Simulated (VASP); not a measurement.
# ZrGe2Pd3 (Cmmm) in VASP: single point with PBE

Aim: the single point of ZrGe2Pd3 with PBE.

Everything below comes from runs of VASP 6.6.1. Logs are shortened: lines on timing, memory, paths and dates and some standing lists are left out, and cuts for length are marked.

## Step 1: The cell of the first run

Symmetry: Cmmm, No. 65, orthorhombic system. The conventional cell has a = 5.206 Å, b = 8.902 Å, c = 4.424 Å, α = 90.00°, β = 90.00°, γ = 90.00°. Within 3.7 Å of Zr (site symmetry mmm) lie 10 Pd at 2.84 to 3.42 Å and 8 Ge at 3.40 Å. Ge (site symmetry 2/m) has 6 Pd at 2.58 to 2.64 Å and 2 Ge at 2.60 Å and 4 Zr at 3.40 Å within 3.4 Å. Pd (site symmetry m2m) has 4 Ge at 2.64 Å and 5 Pd at 2.74 to 3.23 Å and 3 Zr at 2.84 to 3.06 Å within 3.5 Å. Pd (site symmetry mmm) has 4 Ge at 2.58 Å and 4 Pd at 2.74 Å and 4 Zr at 3.42 Å within 3.5 Å.

The cell was built from a structure type or drawn by symmetry, and may not be a known phase.

## Step 2: Single point, PBE

Contents of INCAR:

```
PREC     = Accurate       # precision mode
ENCUT    = 520            # plane-wave cutoff, eV
EDIFF    = 1E-7           # SCF threshold, eV
ISMEAR   = 0              # smearing method
SIGMA    = 0.2            # smearing width, eV
LREAL    = False          # projectors in reciprocal space
LASPH    = True           # aspherical terms in the spheres
NELM     = 80             # most SCF steps
ALGO     = Normal         # electronic algorithm
ISIF     = 2              # what is computed and relaxed
LWAVE    = False          # write WAVECAR
LCHARG   = False          # write CHGCAR
GGA      = PE             # functional
NBANDS   = 44             # bands
```

Contents of KPOINTS:

```
regular mesh
0
Gamma
  4 4 4
```

Contents of POSCAR:

```
ZrGe2Pd3
1.0
    2.6029283650     -4.4511048707      0.0000000000
    2.6029283650      4.4511048707      0.0000000000
    0.0000000000      0.0000000000      4.4239627229
Zr Ge Pd
1 2 3
Direct
    0.5000000000      0.5000000000      0.0000000000
    0.0000000000      0.5000000000      0.5000000000
    0.5000000000      0.0000000000      0.5000000000
    0.1812249454      0.8187750546      0.0000000000
    0.8187750546      0.1812249454      0.0000000000
    0.0000000000      0.0000000000      0.5000000000
```

Potentials or basis: VASP PAW PBE potentials, release 64 (Zr_sv, Ge_d, Pd).

Launch:

```bash
cat potpaw_PBE.64/Zr_sv/POTCAR potpaw_PBE.64/Ge_d/POTCAR potpaw_PBE.64/Pd/POTCAR > POTCAR
mpirun -np 1 vasp_std > vasp.out
```

OUTCAR:

```text
PREC = Accurate
   ENCUT = 520
   EDIFF = 1E-7
   ISMEAR = 0
   LREAL = False
   LASPH = True
   NELM = 80
   ISIF = 2
   GGA = PE

 ion  position               nearest neighbor table
   1  0.500  0.500  0.000-   4 2.84   5 2.84   4 3.06   5 3.06   4 3.06   5 3.06   2 3.40   3 3.40
                             3 3.40   2 3.40   3 3.40   2 3.40   3 3.40   2 3.40   6 3.42   6 3.42
   2  0.000  0.500  0.500-   6 2.58   6 2.58   3 2.60   3 2.60   4 2.64   5 2.64   5 2.64   4 2.64
                             1 3.40   1 3.40   1 3.40   1 3.40
   3  0.500  0.000  0.500-   6 2.58   6 2.58   2 2.60   2 2.60   4 2.64   5 2.64   5 2.64   4 2.64
                             1 3.40   1 3.40   1 3.40   1 3.40
   4  0.181  0.819  0.000-   2 2.64   3 2.64   2 2.64   3 2.64   6 2.74   6 2.74   1 2.84   5 2.88
                             5 2.88   1 3.06   1 3.06   5 3.23
   5  0.819  0.181  0.000-   2 2.64   3 2.64   2 2.64   3 2.64   6 2.74   6 2.74   1 2.84   4 2.88
                             4 2.88   1 3.06   1 3.06   4 3.23
   6  0.000  0.000  0.500-   2 2.58   3 2.58   2 2.58   3 2.58   4 2.74   5 2.74   4 2.74   5 2.74
                             1 3.42   1 3.42   1 3.42   1 3.42

  LATTYP: Found a base centered orthorhombic cell.
 ALAT       =     5.2058567300
 B/A-ratio  =     1.7100374065
 C/A-ratio  =     0.8498049317

  Lattice vectors:

 A1 = (   2.6029283650,  -4.4511048707,   0.0000000000)
 A2 = (   2.6029283650,   4.4511048707,   0.0000000000)
 A3 = (   0.0000000000,   0.0000000000,   4.4239627229)

Analysis of symmetry for initial positions (statically):
=====================================================================
 Subroutine PRICEL returns:
 Original cell was already a primitive cell.

 Routine SETGRP: Setting up the symmetry group for a
 base centered orthorhombic supercell.

 Subroutine GETGRP returns: Found  8 space group operations
 (whereof  8 operations were pure point group operations)
 out of a pool of  8 trial point group operations.

The static configuration has the point symmetry D_2h.

Analysis of symmetry for dynamics (positions and initial velocities):
=====================================================================
 Subroutine PRICEL returns:
 Original cell was already a primitive cell.

 Routine SETGRP: Setting up the symmetry group for a
 base centered orthorhombic supercell.

 Subroutine GETGRP returns: Found  8 space group operations
 (whereof  8 operations were pure point group operations)
 out of a pool of  8 trial point group operations.

The dynamic configuration has the point symmetry D_2h.

 Subroutine INISYM returns: Found  8 space group operations
 (whereof  8 operations are pure point group operations),
 and found     1 'primitive' translations

----------------------------------------------------------------------------------------

                                     Primitive cell

  volume of cell :     102.5112

  direct lattice vectors                    reciprocal lattice vectors
     2.602928365 -4.451104871  0.000000000     0.192091341 -0.112331660  0.000000000
     2.602928365  4.451104871  0.000000000     0.192091341  0.112331660  0.000000000
     0.000000000  0.000000000  4.423962723     0.000000000  0.000000000  0.226041688

  length of vectors
     5.156313668  5.156313668  4.423962723     0.222525246  0.222525246  0.226041688

  position of ions in fractional coordinates (direct lattice)
     0.500000000  0.500000000  0.000000000
     1.000000000  0.500000000  0.500000000
     0.500000000  1.000000000  0.500000000
     0.181224945  0.818775055  0.000000000
     0.818775055  0.181224945  0.000000000
     0.000000000  0.000000000  0.500000000

  ion indices of the primitive-cell ions
   primitive index   ion index
                 1           1
                 2           2
                 3           3
                 4           4
                 5           5
                 6           6

----------------------------------------------------------------------------------------

 KPOINTS: regular mesh

Automatic generation of k-mesh.
 Grid dimensions read from file:
 generate k-points for:    4    4    4

 Generating k-lattice:

  Cartesian coordinates                     Fractional coordinates (reciprocal lattice)
     0.048022835 -0.028082915  0.000000000     0.250000000 -0.000000000  0.000000000
     0.048022835  0.028082915  0.000000000    -0.000000000  0.250000000  0.000000000
     0.000000000  0.000000000  0.056510422     0.000000000  0.000000000  0.250000000

  Length of vectors
     0.055631312  0.055631312  0.056510422

  Shift w.r.t. Gamma in fractional coordinates (k-lattice)
     0.000000000  0.000000000  0.000000000

 Subroutine IBZKPT returns following result:
 ===========================================

 Found     21 irreducible k-points:

 Following reciprocal coordinates:
            Coordinates               Weight
  0.000000  0.000000  0.000000      1.000000
  0.250000  0.000000  0.000000      4.000000
  0.500000  0.000000  0.000000      2.000000
  0.250000  0.250000  0.000000      2.000000
  0.500000  0.250000  0.000000      4.000000
 -0.250000  0.250000  0.000000      2.000000
[... 13 lines left out ...]
 -0.250000  0.250000  0.500000      2.000000
  0.500000  0.500000  0.500000      1.000000
   k-points           NKPTS =     21   k-points in BZ     NKDIM =     21   number of bands    NBANDS=     44
   number of dos      NEDOS =    301   number of ions     NIONS =      6
   total plane-waves  NPLWV =  57600
   dimension x,y,z NGX =    40 NGY =   40 NGZ =   36
   dimension x,y,z NGXF=    80 NGYF=   80 NGZF=   72
   ions per type =               1   2   3
   NGX,Y,Z   is equivalent  to a cutoff of  12.90, 12.90, 13.53 a.u.
   NGXF,Y,Z  is equivalent  to a cutoff of  25.79, 25.79, 27.06 a.u.
 SYSTEM =  unknown system
   PREC   = accura    normal or accurate (medium, high low for compatibility)
   ISTART =      0    job   : 0-new  1-cont  2-samecut
   ICHARG =      2    charge: 1-file 2-atom 10-const
   ISPIN  =      1    spin polarized calculation?
   LNONCOLLINEAR =      F non collinear calculations
   LSORBIT =      F    spin-orbit coupling
   LASPH  =      T    aspherical Exc in radial PAW
   ENCUT  =  520.0 eV  38.22 Ry    6.18 a.u.   9.59  9.59  8.23*2*pi/ulx,y,z
   NELM   =     80;   NELMIN=  2; NELMDL= -5     # of ELM steps
   EDIFF  = 0.1E-06   stopping-criterion for ELM
   LREAL  =      F    real-space projection
   EDIFFG = 0.1E-05   stopping-criterion for IOM
   NSW    =      0    number of steps for IOM
   IBRION =     -1    ionic relax: 0-MD 1-quasi-New 2-CG
   NFREE  =      0    steps in history (QN), initial steepest desc. (CG)
   ISIF   =      2    stress and relaxation
   ISYM   =      2    0-nonsym 1-usesym 2-fastsym
   POTIM  = 0.5000    time-step for ionic-motion
   TEBEG  =    0.0;   TEEND  =   0.0 temperature during run
   PSTRESS=    0.0 pullay stress
   NELECT =      70.0000    total number of electrons
   NUPDOWN=      -1.0000    fix difference up-down
   EMIN   =  10.00;   EMAX   =-10.00  energy-range for DOS
   EFERMI =   0.00;   METHOD = LEGACY
   ISMEAR =     0;   SIGMA  =   0.20  broadening in eV -4-tet -1-fermi 0-gaus
   EFERMI_NEDOS =   21; number of points for ismear=-14 and -15
   IALGO  =     38    algorithm
   IMIX   =      4    mixing-type and parameters
     AMIX     =   0.40;   BMIX     =  1.00
     AMIX_MAG =   1.60;   BMIX_MAG =  1.00
  volume/ion in A,a.u.               =      17.09       115.30
  Fermi-wavevector in a.u.,A,eV,Ry     =   1.441618  2.724264 28.276497  2.078264
  Thomas-Fermi vector in A             =   2.560231
   LORBIT       =      0    0 simple, 1 ext, 2 COOP (PROOUT), +10 PAW based schemes
   GGA     = PE    functional components
   LHFCALC =     F    Hartree Fock is set to
   AEXX    =    0.0000 exact exchange contribution
   IVDW    =     0    specifies the selected vdW correction
   LEPSILON=     F    determine dielectric tensor
   LRPA    =     F    only Hartree local field effects (RPA)
 non-spin polarized calculation
 Gauss-broadening in eV      SIGMA  =   0.20
  energy-cutoff  :      520.00
  volume of cell :      102.51
 maximum number of plane-waves:      2793
 NGX is ok and might be reduce to    40
   NGX = 19   NGY = 19   NGZ = 17

 number of electron      69.9999994 magnetization

 Free energy of the ion-electron system (eV)
  ---------------------------------------------------
  ext. energy  EPLUGINS =         0.00000000
  ---------------------------------------------------
  free energy    TOTEN  =       -35.71094305 eV

  energy without entropy =      -35.62409360  energy(sigma->0) =      -35.66751832

 E-fermi :   9.3669     XC(G=0): -12.1332

 val. band max:        9.3633265372   @ k =   0.5000   0.0000   0.5000
 cond. band min:       9.3810646648   @ k =   0.5000   0.2500   0.0000
 fundamental gap:      0.0177381276
 Fermi energy:         9.3669051427

 k-point     1 :       0.0000    0.0000    0.0000
  band No.  band energies     occupation
      1     -40.7839      2.00000
      2     -18.8322      2.00000
      3     -18.7052      2.00000
      4     -18.6718      2.00000
      5     -15.7468      2.00000
      6     -15.6303      2.00000
[... 36 lines left out ...]
     43      14.5599      0.00000
     44      15.7218      0.00000

 k-point     2 :       0.2500    0.0000    0.0000
  band No.  band energies     occupation
      1     -40.7837      2.00000
      2     -18.8325      2.00000
      3     -18.7063      2.00000
      4     -18.6730      2.00000
      5     -15.7029      2.00000
      6     -15.6119      2.00000
[... 36 lines left out ...]
     43      14.4232      0.00000
     44      14.6618      0.00000

 k-point     3 :       0.5000    0.0000    0.0000
  band No.  band energies     occupation
      1     -40.7836      2.00000
      2     -18.8328      2.00000
      3     -18.7074      2.00000
      4     -18.6740      2.00000
      5     -15.5975      2.00000
      6     -15.5972      2.00000
[... 36 lines left out ...]
     43      12.5534      0.00000
     44      13.2950      0.00000

 k-point     4 :       0.2500    0.2500    0.0000
  band No.  band energies     occupation
      1     -40.7836      2.00000
      2     -18.8328      2.00000
      3     -18.7072      2.00000
      4     -18.6743      2.00000
      5     -15.5974      2.00000
      6     -15.5973      2.00000
[... 741 lines left out ...]
     43      15.4021      0.00000
     44      15.5357      0.00000

 k-point    20 :      -0.2500    0.2500    0.5000
  band No.  band energies     occupation
      1     -40.7832      2.00000
      2     -18.8485      2.00000
      3     -18.7068      2.00000
      4     -18.6704      2.00000
      5     -15.7456      2.00000
      6     -15.6307      2.00000
[... 36 lines left out ...]
     43      14.4150      0.00000
     44      14.4922      0.00000

 k-point    21 :       0.5000    0.5000    0.5000
  band No.  band energies     occupation
      1     -40.7830      2.00000
      2     -18.8480      2.00000
      3     -18.7089      2.00000
      4     -18.6695      2.00000
      5     -15.7453      2.00000
      6     -15.6308      2.00000
[... 36 lines left out ...]
     43      14.8072      0.00000
     44      16.8327      0.00000

------------------------ aborting loop because EDIFF is reached ----------------------------------------

  FORCE on cell =-STRESS in cart. coord.  units (eV):
  Direction    XX          YY          ZZ          XY          YZ          ZX
  --------------------------------------------------------------------------------------
  -------------------------------------------------------------------------------------
  Total        0.0917700     -0.0513321     -0.0468611     -0.0000000      0.0000000      0.0000000
  in kB        1.4342995     -0.8022840     -0.7324051     -0.0000000      0.0000000      0.0000000
  external PRESSURE =      -0.0334632 kB  Pullay stress =       0.0000000 kB

 VOLUME and BASIS-vectors are now :
 -----------------------------------------------------------------------------
  energy-cutoff  :      520.00
  volume of cell :      102.51
      direct lattice vectors                 reciprocal lattice vectors
     2.602928365 -4.451104871  0.000000000     0.192091341 -0.112331660  0.000000000
     2.602928365  4.451104871  0.000000000     0.192091341  0.112331660  0.000000000
     0.000000000  0.000000000  4.423962723     0.000000000  0.000000000  0.226041688

 POSITION                                       TOTAL-FORCE (eV/Angst)
 -----------------------------------------------------------------------------------
      2.60293      0.00000      0.00000        -0.000000     -0.000000     -0.000000
      1.30146      2.22555      2.21198        -0.000000      0.000000     -0.000000
      1.30146     -2.22555      2.21198         0.000000      0.000000     -0.000000
      2.60293      2.83780      0.00000        -0.000000      0.036644      0.000000
      2.60293     -2.83780      0.00000        -0.000000     -0.036644     -0.000000
      0.00000      0.00000      2.21198        -0.000000     -0.000000     -0.000000
 -----------------------------------------------------------------------------------
    total drift:                               -0.000000      0.000000     -0.000000

  FREE ENERGIE OF THE ION-ELECTRON SYSTEM (eV)
  ---------------------------------------------------
  free  energy   TOTEN  =       -35.7109430466 eV

  energy  without entropy=      -35.6240935963  energy(sigma->0) =      -35.66751832
```

Wall time 69 s (1 thread of Intel Xeon 6975P-C (Granite Rapids), shared host); peak memory 0.28 GiB.

What came out:

```yaml
Free_energy: -35.7109 eV
Pressure: 0.0 GPa
Largest_force: 0.037 eV/Å
Band_gap_on_the_k_mesh: zero (bands 35 and 36 overlap by 1.83 eV)
```

Forces in eV/Å, atoms in the order of the input:
```
Zr   0.000  0.000  0.000
Ge   0.000  0.000  0.000
Ge   0.000  0.000  0.000
Pd   0.000  0.037  0.000
Pd   0.000 -0.037  0.000
Pd   0.000  0.000  0.000
```

Stress tensor (GPa, compression positive):
```
 0.14  0.00  0.00
 0.00 -0.08  0.00
 0.00  0.00 -0.07
```
